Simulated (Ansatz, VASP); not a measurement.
**Hf2TaO3: VASP beside Ansatz**

```
Hf Ta O
1.0
     2.58301    1.49130    3.84878
    -2.58301    1.49130    3.84878
     0.00000   -2.98261    3.84878
Hf Ta O
2 1 3
Direct
  0.62699 0.62699 0.62699
  0.37301 0.37301 0.37301
  0.00000 0.00000 0.00000
  0.00000 0.50000 0.00000
  0.50000 0.00000 0.00000
  0.00000 0.00000 0.50000
```

Change from the starting cell: species swapped into the Zr2VCo3 type (R-3m, No. 166).

Alike in both runs: task relaxation of cell and atoms; functional PBE; k mesh 6 × 6 × 6; occupations gaussian, width 0.1 eV; no spin polarisation.

|  | VASP | Ansatz |
| --- | --- | --- |
| version | VASP 6.6.1 | Ansatz 0.2.0 |
| potentials or method | VASP PAW PBE potentials, release 64 (Hf_pv, Ta_pv, O), cutoff 600 eV | scalar-relativistic, plane waves, PAW |
| valence electrons in the cell | 49 | 83 |

|  | VASP | Ansatz | Ansatz less VASP |
| --- | --- | --- | --- |
| gap on the k mesh at the Fermi level, each at its own relaxed structure (eV) | none | none | - |
| relaxed volume (Å³/atom) | 15.49 | 15.49 | +0.001 |
| relaxed cell length with the largest relative difference (Å) | 4.909 | 4.904 | -0.0052 |

A gap of «none» marks a metal or a gap that the smearing closes. VASP's potentials hold 49 valence electrons a cell and Ansatz's 83, so a difference there can come from the potentials and not from the codes.

Neither program's run includes spin-orbit coupling.
